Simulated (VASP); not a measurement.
## WSe2: single point with PBE+D3(BJ)

Slab: WSe2, a slab with vacuum.

```xyz
3
Lattice="3.2855 0.0000 0.0000 -1.6427 2.8453 0.0000 0.0000 0.0000 32.7376" Properties=species:S:1:pos:R:3 pbc="T T T"
Se    0.0000    1.8969   14.6841
Se    0.0000    1.8969   18.0535
W     1.6427    0.9484   16.3688
```

```
Program                : VASP 6.6.1
Task                   : single point
Functional             : PBE
Dispersion             : D3(BJ)
Potentials or basis    : VASP PAW PBE potentials, release 64 (Se, W_sv)
Cutoff                 : 520 eV
k mesh                 : 9 × 9 × 1
Occupations            : gaussian, width 0.02 eV
Spin                   : no spin polarisation
Dipole correction      : yes
Further INCAR settings : ALGO = Normal; EDIFF = 1e-07; NBANDS = 20
```

```yaml
Largest_force: 0.047 eV/Å
Band_gap_on_the_k_mesh: 1.67 eV, direct
Dispersion_energy_per_atom: -0.337 eV
Ionisation_potential_of_the_upper_face: 5.06 eV
```

Forces on the atoms (eV/Å):
```
Se   0.000  0.000 -0.047
Se   0.000  0.000  0.047
W    0.000  0.000  0.000
```

Levels at points of the mesh, in eV from the valence-band top:
```csv
k point,band 10,band 11,band 12,band 13,band 14,band 15,band 16,band 17
"(0.00, 0.00, 0.00)",-2.26,-1.17,-1.17,-0.42,2.99,2.99,3.15,3.15
```

Wall time 2.2 min on 1 thread of Intel(R) Xeon(R) Platinum 8488C (Sapphire Rapids), with other jobs on the host, peak memory 0.41 GiB.

Caveat: spin-orbit coupling is left out, which moves the levels of the heavy elements.
